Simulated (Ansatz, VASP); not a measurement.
# BaTiO3: VASP beside Ansatz

```
CELL_PARAMETERS angstrom
4.02941 0.00000 0.00000
0.00000 4.02941 0.00000
0.00000 0.00000 4.02941
ATOMIC_POSITIONS crystal
Ba 0.50000 0.50000 0.50000
Ti 0.00000 0.00000 0.00000
O 0.50000 0.00000 0.00000
O 0.00000 0.50000 0.00000
O 0.00000 0.00000 0.50000
```

Alike in both runs: task single point; functional PBE; k mesh 6 × 6 × 6; no spin polarisation.

|  | VASP | Ansatz |
| --- | --- | --- |
| version | VASP 6.6.1 | Ansatz 0.2.0 |
| potentials or method | VASP PAW PBE potentials, release 64 (Ba_sv, Ti_sv, O), cutoff 520 eV | PAW plane waves |
| occupations | fermi-dirac, width 0.1 eV | fermi-dirac |
| valence electrons in the cell | 40 | 40 |

VASP gave:

- pressure (GPa): 0.5

Q: Estimate Ansatz's values.

A: Pressure (GPa): -1.2.

Spin-orbit coupling is off throughout.
